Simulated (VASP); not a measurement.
# AlPt (Pm-3m) in VASP: further runs, part 2 of 2

VASP 6.6.1. The steps go on from the part before.

## (4) Single point, LDA

This run uses another cell than the first one, of 14.77 Å³/atom, 1.250 times its volume.

INCAR reads:

```
PREC     = Accurate       # precision mode
ENCUT    = 520            # plane-wave cutoff, eV
EDIFF    = 1E-7           # SCF threshold, eV
ISMEAR   = -1             # smearing method
SIGMA    = 0.05           # smearing width, eV
LREAL    = False          # projectors in reciprocal space
LASPH    = True           # aspherical terms in the spheres
NELM     = 60             # most SCF steps
ALGO     = Normal         # electronic algorithm
ISIF     = 2              # what is computed and relaxed
LWAVE    = False          # write WAVECAR
LCHARG   = False          # write CHGCAR
GGA      = CA             # functional
NBANDS   = 14             # bands
```

KPOINTS reads:

```
Automatic mesh
0
Gamma
  12 12 12
```

POSCAR reads:

```
AlPt
1.0
    3.0915460000      0.0000000000      0.0000000000
    0.0000000000      3.0915460000      0.0000000000
    0.0000000000      0.0000000000      3.0915460000
Al Pt
1 1
Direct
    0.0000000000      0.0000000000      0.0000000000
    0.5000000000      0.5000000000      0.5000000000
```

Potentials or basis: VASP PAW LDA potentials, release 64 (Al, Pt).

Started as:

```console
cat potpaw_LDA.64/Al/POTCAR potpaw_LDA.64/Pt/POTCAR > POTCAR
mpirun -np 1 vasp_std > vasp.out
```

OUTCAR:

```text
PREC = Accurate
   ENCUT = 520
   EDIFF = 1E-7
   ISMEAR = -1
   LREAL = False
   LASPH = True
   NELM = 60
   ISIF = 2
   GGA = CA

 ion  position               nearest neighbor table
   1  0.000  0.000  0.000-   2 2.68   2 2.68   2 2.68   2 2.68   2 2.68   2 2.68   2 2.68   2 2.68

   2  0.500  0.500  0.500-   1 2.68   1 2.68   1 2.68   1 2.68   1 2.68   1 2.68   1 2.68   1 2.68

  LATTYP: Found a simple cubic cell.
 ALAT       =     3.0915460000

  Lattice vectors:
[... 585 lines left out ...]
      7       9.9400      1.99999
      8      12.7564      0.00000
      9      15.2484      0.00000
     10      19.2466      0.00000
     11      20.7559      0.00000
     12      22.9543      0.00000
     13      23.7936      0.00000
     14      25.8302      0.00000

 [... further k-points ...]
[... 5 lines left out ...]
  --------------------------------------------------------------------------------------
  -------------------------------------------------------------------------------------
  Total       -1.7088082     -1.7088082     -1.7088082      0.0000000     -0.0000000     -0.0000000
  in kB      -92.6566844    -92.6566844    -92.6566844      0.0000000     -0.0000000     -0.0000000
  external PRESSURE =     -92.6566844 kB  Pullay stress =       0.0000000 kB

 VOLUME and BASIS-vectors are now :
 -----------------------------------------------------------------------------
  energy-cutoff  :      520.00
  volume of cell :       29.55
      direct lattice vectors                 reciprocal lattice vectors
     3.091546000  0.000000000  0.000000000     0.323462759  0.000000000  0.000000000
     0.000000000  3.091546000  0.000000000     0.000000000  0.323462759  0.000000000
     0.000000000  0.000000000  3.091546000     0.000000000  0.000000000  0.323462759

 POSITION                                       TOTAL-FORCE (eV/Angst)
 -----------------------------------------------------------------------------------
      0.00000      0.00000      0.00000         0.000000      0.000000      0.000000
      1.54577      1.54577      1.54577         0.000000      0.000000      0.000000
 -----------------------------------------------------------------------------------
    total drift:                                0.000000     -0.000000     -0.000000

  FREE ENERGIE OF THE ION-ELECTRON SYSTEM (eV)
  ---------------------------------------------------
  free  energy   TOTEN  =       -13.5638515743 eV

  energy  without entropy=      -13.5587022173  energy(sigma->0) =      -13.56127690
```

stdout:

```text
POSCAR found type information on POSCAR AlPt
 POSCAR found :  2 types and       2 ions
 scaLAPACK will be used
 LDA part: xc-table for (Slater(with rela. corr.)+CA(PZ))
 , standard interpolation
 POSCAR, INCAR and KPOINTS ok, starting setup
 FFT: planning ... GRIDC
 FFT: planning ... GRID_SOFT
 FFT: planning ... GRID
 WAVECAR not read
 entering main loop
```

Wall time 22 s (1 thread of AMD EPYC 7R13 (Zen 3), shared host); peak memory 0.12 GiB.

What came out:

| Item | Value |
| --- | --- |
| Free energy | -13.5639 eV |
| Pressure | -9.3 GPa |

Caveat: spin-orbit coupling is left out, which moves the levels of the heavy elements.

## (5) Single point, LDA

This run uses another cell than the first one, of 14.77 Å³/atom, 1.250 times its volume.

INCAR reads:

```
  ALGO = Normal
  EDIFF = 1E-7
  ENCUT = 520
  ISIF = 2
  ISMEAR = -1
  LASPH = T
  LCHARG = T
  LELF = T
  LREAL = F
  LVHAR = T
  LWAVE = F
  NBANDS = 14
  NELM = 60
  PREC = Accurate
  SIGMA = 0.05
```

KPOINTS reads:

```
k-points
0
Gamma
  12 12 12
```

POSCAR is that of step 4.

Started as:

```console
cat potpaw_LDA.64/Al/POTCAR potpaw_LDA.64/Pt/POTCAR > POTCAR
mpirun -np 1 vasp_std > vasp.out
```

Run time: 27 s. Hardware: 1 thread of AMD EPYC 7R13 (Zen 3), shared host; peak memory 0.12 GiB.

It converged, with:

```
Free energy : -13.5639 eV
Pressure    : -9.3 GPa
```

Levels at points of the mesh, in eV from the Fermi level:
| k point | band 4 | band 5 | band 6 | band 7 | band 8 | band 9 |
| --- | --- | --- | --- | --- | --- | --- |
| (0.00, 0.00, 0.00) | -2.63 | -2.63 | -2.63 | 3.82 | 3.82 | 3.82 |
| (0.50, 0.00, 0.00) | -4.05 | -4.05 | -2.44 | -0.92 | 6.21 | 8.57 |
| (0.50, 0.50, 0.00) | -3.70 | -3.06 | -3.06 | -1.40 | 0.96 | 3.32 |
| (0.50, 0.50, 0.50) | -1.33 | -1.33 | 0.50 | 1.83 | 1.83 | 1.83 |

Caveat: spin-orbit coupling is left out, which moves the levels of the heavy elements.

## (6) Single point, LDA

This run uses another cell than the first one, of 14.77 Å³/atom, 1.250 times its volume.

INCAR reads:

```
PREC = Accurate
ENCUT = 500
EDIFF = 1E-6
ISMEAR = -1
SIGMA = 0.1
LREAL = F
LASPH = T
NELM = 120
ALGO = Normal
ISIF = 2
LWAVE = F
LCHARG = F
GGA = CA
NBANDS = 14
GGA_COMPAT = F
```

KPOINTS reads:

```
Automatic mesh
0
Gamma
  12 12 12
  0.5 0.5 0.5
```

POSCAR is that of step 5.

Potentials or basis: VASP PAW LDA potentials, release 64 (Al, Pt).

Started as:

```console
cat potpaw_LDA.64/Al/POTCAR potpaw_LDA.64/Pt/POTCAR > POTCAR
mpirun -np 1 vasp_std > vasp.out
```

It took 5.5 s on 1 thread of Intel Xeon 6975P-C (Granite Rapids), shared host; peak memory 0.14 GiB.

The run converged. Its results:

* Free energy: -13.5701 eV
* Pressure: -9.2 GPa

Levels at points of the mesh, in eV from the Fermi level:
```csv
k point,band 2,band 3,band 4,band 5,band 6,band 7,band 8,band 9,band 10,band 11
"(0.04, 0.04, 0.04)",-5.55,-5.55,-2.72,-2.69,-2.69,3.68,3.74,3.74,9.22,9.22
```

Caveat: spin-orbit coupling is left out, which moves the levels of the heavy elements.

## (7) Summary

```csv
cell,k mesh,cutoff (eV),smearing,gap on the mesh (eV),pressure (GPa)
"a = 2.870 Å, 2 atoms",12 × 12 × 12,520,fermi-dirac 0.05 eV,none,55.8
"a = 3.092 Å, 2 atoms",12 × 12 × 12,520,fermi-dirac 0.05 eV,none,-9.3
"a = 3.092 Å, 2 atoms","12 × 12 × 12, shifted",500,fermi-dirac 0.1 eV,none,-9.2
```

Alike in all rows: task single point; level LDA; potentials or basis VASP PAW LDA potentials, release 64 (Al, Pt); no spin polarisation.

Caveats: spin-orbit coupling is left out, which moves the levels of the heavy elements.

Total energies depend on the potentials used, so only differences within one code and one set of settings carry meaning.
